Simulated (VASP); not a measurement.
Set up this calculation in VASP 6.6.1, as the native input.

```yaml
Task: single point
Functional: PBE
Potentials_or_basis: VASP PAW PBE potentials, release 64 (Zr_sv, Si, F)
Cutoff: 520 eV
k_mesh: 6 × 6 × 6
Occupations: gaussian, width 0.1 eV
Spin: no spin polarisation
Dipole_correction: no
Further_INCAR_settings: ALGO = Normal; EDIFF = 1e-06; NBANDS = 36
```

The structure of Zr3SiF2 lies in POSCAR:

```
Zr3SiF2
1.0
    2.5939940500      1.4976431600      4.1526334000
   -2.5939940500      1.4976431600      4.1526334000
    0.0000000000     -2.9952863200      4.1526334000
Zr Si F
3 1 2
Direct
    0.0000000000      0.5000000000      0.0000000000
    0.5000000000      0.0000000000      0.0000000000
    0.0000000000      0.0000000000      0.5000000000
    0.0000000000      0.0000000000      0.0000000000
    0.6245104100      0.6245104100      0.6245104100
    0.3754895900      0.3754895900      0.3754895900
```

These files were run (other wordings do the same):

INCAR

```
  ALGO = Normal
  EDIFF = 1E-6
  ENCUT = 520
  GGA = PE
  ISIF = 2
  ISMEAR = 0
  LASPH = T
  LCHARG = T
  LELF = T
  LREAL = F
  LVHAR = T
  LWAVE = F
  NBANDS = 36
  NELM = 60
  PREC = Accurate
  SIGMA = 0.1
```

KPOINTS

```
k-points
0
Gamma
  6 6 6
```

Potentials or basis: VASP PAW PBE potentials, release 64 (Zr_sv, Si, F).

The run is started by

```sh
$ cat potpaw_PBE.64/Zr_sv/POTCAR potpaw_PBE.64/Si/POTCAR potpaw_PBE.64/F/POTCAR > POTCAR
$ mpirun -np 1 vasp_std > vasp.out
```

Results of the run:

```yaml
Pressure: 23.9 GPa
Largest_force: 0.384 eV/Å
Band_gap_on_the_k_mesh: zero (band 27 reaches 8.91 eV, above the bottom of band 28 at 7.32 eV)
```

It took 98 s on 1 thread of Intel(R) Xeon(R) Platinum 8375C CPU @ 2.90GHz (Ice Lake), with other jobs on the host, peak memory 0.28 GiB.
